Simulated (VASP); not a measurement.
A run of VASP 6.6.1 is set up as follows.

POSCAR

```
Zn
1.0
   -1.5690370000      1.5690370000      1.5690370000
    1.5690370000     -1.5690370000      1.5690370000
    1.5690370000      1.5690370000     -1.5690370000
Zn
1
Direct
    0.0000000000      0.0000000000      0.0000000000
```

INCAR.step1

```
ALGO = Normal
EDIFF = 1E-5
ENCUT = 520
GGA = PE
ISIF = 2
ISMEAR = -1
LASPH = True
LCHARG = False
LREAL = False
LWAVE = True
NBANDS = 12
NELM = 60
PREC = Accurate
SIGMA = 0.05
```

Contents of INCAR.step2:

```
ALGO = Normal
EDIFF = 1E-6
ENCUT = 520
GGA = PE
HFSCREEN = 0.2079
ISIF = 2
ISMEAR = -1
ISTART = 1
LASPH = True
LCHARG = False
LHFCALC = True
LREAL = False
LWAVE = False
NBANDS = 12
NELM = 60
PREC = Accurate
PRECFOCK = Normal
SIGMA = 0.05
```

Contents of KPOINTS:

```
k-points
0
Gamma
  7 7 7
```

Potentials or basis: VASP PAW PBE potentials, release 64 (Zn).

Launch:

```sh
$ cat potpaw_PBE.64/Zn/POTCAR > POTCAR
$ cp INCAR.step1 INCAR
$ mpirun -np 1 vasp_std > vasp.out
$ cp INCAR.step2 INCAR
$ mpirun -np 1 vasp_std > vasp.out
```

Task: Predict the pressure.

Result: -1.2 GPa.

Task: Predict the band gap on the k mesh.

Result: Zero (band 6 reaches 5.60 eV, above the bottom of band 7 at 2.41 eV).

Caveat: the k points lie up to 0.40 Å⁻¹ apart; the PAW data sets were made with another functional, which shifts forces and pressure a little.
